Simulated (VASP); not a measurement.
# SnO2 (P4_2/mmc) in VASP: single point with PBE

Aim: the single point of SnO2 with PBE.

Program: VASP 6.6.1. These are calculated values, not measurements. Logs are shortened: lines on timing, memory, paths and dates and some standing lists are left out, and cuts for length are marked.

## Step 1: The cell of the first run

It takes space group P4_2/mmc (No. 131, tetragonal). The conventional cell has a = 3.952 Å, b = 3.952 Å, c = 7.833 Å, α = 90.00°, β = 90.00°, γ = 90.00°. Within 2.6 Å of Sn (site symmetry mmm) lie 4 O at 1.96 to 1.98 Å. Within 2.6 Å of O (site symmetry mmm) lie 2 Sn at 1.98 Å. Within 2.6 Å of O (site symmetry -4m2) lie 2 Sn at 1.96 Å.

## Step 2: Single point, PBE

File POSCAR:

```
SnO2
1.0
    3.9519144119      0.0000000000      0.0000000000
    0.0000000000      3.9519144119      0.0000000000
    0.0000000000      0.0000000000      7.8333881654
Sn O
2 4
Direct
    0.0000000000      0.0000000000      0.0000000000
    0.0000000000      0.0000000000      0.5000000000
    0.5000000000      0.0000000000      0.0000000000
    0.0000000000      0.5000000000      0.5000000000
    0.0000000000      0.0000000000      0.2500000000
    0.0000000000      0.0000000000      0.7500000000
```

File INCAR.step1:

```
SYSTEM = SnO2
PREC = Accurate ; ENCUT = 520
EDIFF = 1E-7 ; ISMEAR = 0
SIGMA = 0.1 ; LREAL = .False.
LASPH = .True. ; NELM = 100
ALGO = Normal ; ISIF = 2
LWAVE = .False. ; LCHARG = .True.
GGA = PE ; NBANDS = 35
```

File KPOINTS.step1:

```
Automatic mesh
0
Gamma
  10 10 6
  0 0 0
```

File INCAR.step2:

```
SYSTEM = SnO2
PREC = Accurate ; ENCUT = 520
EDIFF = 1E-7 ; ISMEAR = -5
SIGMA = 0.1 ; LREAL = .False.
LASPH = .True. ; NELM = 100
ALGO = Normal ; ISIF = 2
LWAVE = .False. ; LCHARG = .False.
GGA = PE ; LORBIT = 11
NBANDS = 35 ; NEDOS = 1001
ICHARG = 11
```

File KPOINTS.step2:

```
Automatic mesh
0
Gamma
  15 15 9
  0 0 0
```

Potentials or basis: VASP PAW PBE potentials, release 64 (Sn_d, O).

Launch:

```sh
> cat potpaw_PBE.64/Sn_d/POTCAR potpaw_PBE.64/O/POTCAR > POTCAR
> cp INCAR.step1 INCAR
> cp KPOINTS.step1 KPOINTS
> mpirun -np 1 vasp_std > vasp.out
> cp INCAR.step2 INCAR
> cp KPOINTS.step2 KPOINTS
> mpirun -np 1 vasp_std > vasp.out
```

OUTCAR:

```text
SYSTEM = SnO2
   PREC = Accurate
   ENCUT = 520
   EDIFF = 1E-7
   ISMEAR = -5
   LREAL = .False.
   LASPH = .True.
   NELM = 100
   ISIF = 2
   GGA = PE
   LORBIT = 11
   ICHARG = 11

 ion  position               nearest neighbor table
   1  0.000  0.000  0.000-   5 1.96   6 1.96   3 1.98   3 1.98
   2  0.000  0.000  0.500-   5 1.96   6 1.96   4 1.98   4 1.98
   3  0.500  0.000  0.000-   1 1.98   1 1.98
   4  0.000  0.500  0.500-   2 1.98   2 1.98
   5  0.000  0.000  0.250-   1 1.96   2 1.96
   6  0.000  0.000  0.750-   1 1.96   2 1.96

  LATTYP: Found a simple tetragonal cell.
 ALAT       =     3.9519144119
 C/A-ratio  =     1.9821755607

  Lattice vectors:

 A1 = (   3.9519144119,   0.0000000000,   0.0000000000)
 A2 = (   0.0000000000,   3.9519144119,   0.0000000000)
 A3 = (   0.0000000000,   0.0000000000,   7.8333881654)

Analysis of symmetry for initial positions (statically):
=====================================================================
 Subroutine PRICEL returns:
 Original cell was already a primitive cell.

 Routine SETGRP: Setting up the symmetry group for a
 simple tetragonal supercell.

 Subroutine GETGRP returns: Found 16 space group operations
 (whereof  8 operations were pure point group operations)
 out of a pool of 16 trial point group operations.

The static configuration has the point symmetry D_2h.
 The point group associated with its full space group is D_4h.

Analysis of symmetry for dynamics (positions and initial velocities):
=====================================================================
 Subroutine PRICEL returns:
 Original cell was already a primitive cell.

 Routine SETGRP: Setting up the symmetry group for a
 simple tetragonal supercell.

 Subroutine GETGRP returns: Found 16 space group operations
 (whereof  8 operations were pure point group operations)
 out of a pool of 16 trial point group operations.

The dynamic configuration has the point symmetry D_2h.
 The point group associated with its full space group is D_4h.

 Subroutine INISYM returns: Found 16 space group operations
 (whereof  8 operations are pure point group operations),
 and found     1 'primitive' translations

----------------------------------------------------------------------------------------

                                     Primitive cell

  volume of cell :     122.3389

  direct lattice vectors                    reciprocal lattice vectors
     3.951914412  0.000000000  0.000000000     0.253041917  0.000000000  0.000000000
     0.000000000  3.951914412  0.000000000     0.000000000  0.253041917  0.000000000
     0.000000000  0.000000000  7.833388165     0.000000000  0.000000000  0.127658681

  length of vectors
     3.951914412  3.951914412  7.833388165     0.253041917  0.253041917  0.127658681

  position of ions in fractional coordinates (direct lattice)
     0.000000000  0.000000000  0.000000000
     0.000000000  0.000000000  0.500000000
     0.500000000  0.000000000  0.000000000
     0.000000000  0.500000000  0.500000000
     0.000000000  0.000000000  0.250000000
     0.000000000  0.000000000  0.750000000

  ion indices of the primitive-cell ions
   primitive index   ion index
                 1           1
                 2           2
                 3           3
                 4           4
                 5           5
                 6           6

----------------------------------------------------------------------------------------

 KPOINTS: Automatic mesh

Automatic generation of k-mesh.
 Grid dimensions read from file:
 generate k-points for:   15   15    9

 Generating k-lattice:

  Cartesian coordinates                     Fractional coordinates (reciprocal lattice)
     0.016869461  0.000000000  0.000000000     0.066666667  0.000000000  0.000000000
     0.000000000  0.016869461  0.000000000     0.000000000  0.066666667  0.000000000
     0.000000000  0.000000000  0.014184298     0.000000000  0.000000000  0.111111111

  Length of vectors
     0.016869461  0.016869461  0.014184298

  Shift w.r.t. Gamma in fractional coordinates (k-lattice)
     0.000000000  0.000000000  0.000000000

 TETIRR: Found   3013 inequivalent tetrahedra from    12150

 Subroutine IBZKPT returns following result:
 ===========================================

 Found    180 irreducible k-points:

 Following reciprocal coordinates:
            Coordinates               Weight
  0.000000  0.000000  0.000000      1.000000
  0.066667  0.000000  0.000000      4.000000
  0.133333  0.000000  0.000000      4.000000
  0.200000  0.000000  0.000000      4.000000
  0.266667  0.000000  0.000000      4.000000
  0.333333  0.000000  0.000000      4.000000
[... 16 lines left out ...]
  0.266667  0.200000  0.000000      8.000000
  0.333333  0.200000  0.000000      8.000000
 [... further k-points ...]
   k-points           NKPTS =    180   k-points in BZ     NKDIM =    180   number of bands    NBANDS=     35
   number of dos      NEDOS =   1001   number of ions     NIONS =      6
   total plane-waves  NPLWV =  54000
   dimension x,y,z NGX =    30 NGY =   30 NGZ =   60
   dimension x,y,z NGXF=    60 NGYF=   60 NGZF=  120
   ions per type =               2   4
   NGX,Y,Z   is equivalent  to a cutoff of  12.62, 12.62, 12.73 a.u.
   NGXF,Y,Z  is equivalent  to a cutoff of  25.24, 25.24, 25.47 a.u.
 SYSTEM =  SnO2
   PREC   = accura    normal or accurate (medium, high low for compatibility)
   ISTART =      0    job   : 0-new  1-cont  2-samecut
   ICHARG =     11    charge: 1-file 2-atom 10-const
   ISPIN  =      1    spin polarized calculation?
   LNONCOLLINEAR =      F non collinear calculations
   LSORBIT =      F    spin-orbit coupling
   LASPH  =      T    aspherical Exc in radial PAW
   ENCUT  =  520.0 eV  38.22 Ry    6.18 a.u.   7.35  7.35 14.56*2*pi/ulx,y,z
   NELM   =    100;   NELMIN=  2; NELMDL=  0     # of ELM steps
   EDIFF  = 0.1E-06   stopping-criterion for ELM
   LREAL  =      F    real-space projection
   EDIFFG = 0.1E-05   stopping-criterion for IOM
   NSW    =      0    number of steps for IOM
   IBRION =     -1    ionic relax: 0-MD 1-quasi-New 2-CG
   NFREE  =      0    steps in history (QN), initial steepest desc. (CG)
   ISIF   =      2    stress and relaxation
   ISYM   =      2    0-nonsym 1-usesym 2-fastsym
   POTIM  = 0.5000    time-step for ionic-motion
   TEBEG  =    0.0;   TEEND  =   0.0 temperature during run
   PSTRESS=    0.0 pullay stress
   NELECT =      52.0000    total number of electrons
   NUPDOWN=      -1.0000    fix difference up-down
   EMIN   =  10.00;   EMAX   =-10.00  energy-range for DOS
   EFERMI =   0.00;   METHOD = LEGACY
   ISMEAR =    -5;   SIGMA  =   0.10  broadening in eV -4-tet -1-fermi 0-gaus
   EFERMI_NEDOS =   21; number of points for ismear=-14 and -15
   IALGO  =     38    algorithm
   IMIX   =      4    mixing-type and parameters
     AMIX     =   0.40;   BMIX     =  1.00
     AMIX_MAG =   1.60;   BMIX_MAG =  1.00
  volume/ion in A,a.u.               =      20.39       137.60
  Fermi-wavevector in a.u.,A,eV,Ry     =   1.230895  2.326054 20.614224  1.515103
  Thomas-Fermi vector in A             =   2.365726
   LORBIT       =     11    0 simple, 1 ext, 2 COOP (PROOUT), +10 PAW based schemes
   GGA     = PE    functional components
   LHFCALC =     F    Hartree Fock is set to
   AEXX    =    0.0000 exact exchange contribution
   IVDW    =     0    specifies the selected vdW correction
   LEPSILON=     F    determine dielectric tensor
   LRPA    =     F    only Hartree local field effects (RPA)
 non-spin polarized calculation
 Fermi weights with tetrahedron method with Bloechl corrections
  energy-cutoff  :      520.00
  volume of cell :      122.34
 maximum number of plane-waves:      3333
 NGX is ok and might be reduce to    30

 number of electron      51.9999980 magnetization

 Free energy of the ion-electron system (eV)
  ---------------------------------------------------
  ext. energy  EPLUGINS =         0.00000000
  ---------------------------------------------------
  free energy    TOTEN  =       -31.87634849 eV

  energy without entropy =      -31.87634849  energy(sigma->0) =      -31.87634849

 E-fermi :   1.1545     XC(G=0):  -8.2012

 val. band max:        1.1538708735   @ k =   0.4000   0.4000   0.0000
 cond. band min:       1.1393293205   @ k =   0.1333   0.1333   0.0000
 fundamental gap:     -0.0145415530
 Fermi energy:         1.1544655698

 k-point     1 :       0.0000    0.0000    0.0000
  band No.  band energies     occupation
      1     -20.4085      2.00000
      2     -20.2645      2.00000
      3     -20.2145      2.00000
      4     -19.8312      2.00000
      5     -19.5890      2.00000
      6     -19.5890      2.00000
[... 27 lines left out ...]
     34      11.4676      0.00000
     35      12.0765      0.00000

 k-point     2 :       0.0667    0.0000    0.0000
  band No.  band energies     occupation
      1     -20.4052      2.00000
      2     -20.2558      2.00000
      3     -20.2075      2.00000
      4     -19.8304      2.00000
      5     -19.5893      2.00000
      6     -19.5890      2.00000
[... 27 lines left out ...]
     34      11.4669      0.00000
     35      11.8538      0.00000

 k-point     3 :       0.1333    0.0000    0.0000
  band No.  band energies     occupation
      1     -20.3981      2.00000
      2     -20.2411      2.00000
      3     -20.1748      2.00000
      4     -19.8280      2.00000
      5     -19.5902      2.00000
      6     -19.5889      2.00000
[... 27 lines left out ...]
     34      11.4451      0.00000
     35      11.7271      0.00000
[... 723 lines left out ...]
 k-point    23 :       0.2667    0.2000    0.0000
  band No.  band energies     occupation
      1     -20.3625      2.00000
      2     -20.1003      2.00000
      3     -20.0150      2.00000
      4     -19.8087      2.00000
      5     -19.5988      2.00000
      6     -19.5954      2.00000
[... 27 lines left out ...]
     34      11.4018      0.00000
     35      12.1407      0.00000

 k-point    24 :       0.3333    0.2000    0.0000
  band No.  band energies     occupation
      1     -20.3586      2.00000
      2     -20.0977      2.00000
      3     -19.9328      2.00000
      4     -19.7917      2.00000
      5     -19.6034      2.00000
      6     -19.5967      2.00000
[... 27 lines left out ...]
     34      10.9695      0.00000
     35      12.3330      0.00000

 [... further k-points ...]
[... 5 lines left out ...]
  --------------------------------------------------------------------------------------
  -------------------------------------------------------------------------------------
  Total        0.0362163      0.0362163      0.2380199     -0.0000000      0.0000000      0.0000000
  in kB        0.4742965      0.4742965      3.1171605     -0.0000000      0.0000000      0.0000000
  external PRESSURE =       1.3552512 kB  Pullay stress =       0.0000000 kB

 VOLUME and BASIS-vectors are now :
 -----------------------------------------------------------------------------
  energy-cutoff  :      520.00
  volume of cell :      122.34
      direct lattice vectors                 reciprocal lattice vectors
     3.951914412  0.000000000  0.000000000     0.253041917  0.000000000  0.000000000
     0.000000000  3.951914412  0.000000000     0.000000000  0.253041917  0.000000000
     0.000000000  0.000000000  7.833388165     0.000000000  0.000000000  0.127658681

 POSITION                                       TOTAL-FORCE (eV/Angst)
 -----------------------------------------------------------------------------------
      0.00000      0.00000      0.00000         0.000000      0.000000      0.000000
      0.00000      0.00000      3.91669         0.000000      0.000000      0.000000
      1.97596      0.00000      0.00000         0.000000      0.000000      0.000000
      0.00000      1.97596      3.91669         0.000000      0.000000      0.000000
      0.00000      0.00000      1.95835        -0.000000     -0.000000      0.000000
      0.00000      0.00000      5.87504         0.000000      0.000000     -0.000000
 -----------------------------------------------------------------------------------
    total drift:                                0.000000     -0.000000      0.000000

  FREE ENERGIE OF THE ION-ELECTRON SYSTEM (eV)
  ---------------------------------------------------
  free  energy   TOTEN  =       -31.8763484914 eV

  energy  without entropy=      -31.8763484914  energy(sigma->0) =      -31.87634849

 total charge

# of ion       s       p       d       tot
------------------------------------------
    1        0.954   1.051  10.298  12.303
    2        0.954   1.051  10.298  12.303
    3        1.563   3.437   0.000   5.000
    4        1.563   3.437   0.000   5.000
    5        1.566   3.439   0.000   5.005
    6        1.566   3.439   0.000   5.005
--------------------------------------------------
tot          8.166  15.852  20.597  44.614
```

It took 6.6 min on 1 thread of Intel Xeon 6975P-C (Granite Rapids), shared host; peak memory 0.64 GiB.

What came out:

```yaml
Valence_electrons_inside_the_program's_atomic_spheres: Sn 12.30; O 5.00
```

Caveat: spin-orbit coupling is left out, which moves the levels of the heavy elements; tetrahedron occupations give inexact forces and stress in metals.
